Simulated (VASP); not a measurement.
## AlN: single point with PBE

AlN:

```
CELL_PARAMETERS angstrom
0.00000 2.03518 2.03518
2.03518 0.00000 2.03518
2.03518 2.03518 0.00000
ATOMIC_POSITIONS crystal
Al 0.00000 0.00000 0.00000
N 0.50000 0.50000 0.50000
```

```json
{"Program": "VASP 6.6.1", "Task": "single point", "Functional": "PBE", "Potentials or basis": "VASP PAW PBE potentials, release 64 (Al, N)", "Cutoff": "520 eV", "k mesh": "10 × 10 × 10", "Occupations": "gaussian, width 0.02 eV", "Spin": "no spin polarisation", "Dipole correction": "no", "Further INCAR settings": "ALGO = Normal; EDIFF = 1e-07; NBANDS = 11"}
```

The pressure is -0.2 GPa and the band gap on the k mesh is 4.41 eV, indirect (least direct gap 5.39 eV).

Levels at points of the mesh, in eV from the valence-band top:
```csv
k point,band 1,band 2,band 3,band 4,band 5,band 6,band 7,band 8
"(0.00, 0.00, 0.00)",-17.37,0.00,0.00,0.00,5.39,12.10,12.10,12.10
"(0.50, 0.00, 0.00)",-14.19,-8.18,-1.04,-1.04,6.01,10.84,10.84,13.00
"(0.50, 0.50, 0.00)",-13.24,-7.25,-2.75,-2.75,4.41,5.34,13.81,16.94
```

It used 5.7 s of CPU time on 1 thread of Intel Xeon 6975P-C, on a shared host.

A k mesh can miss the band edges.
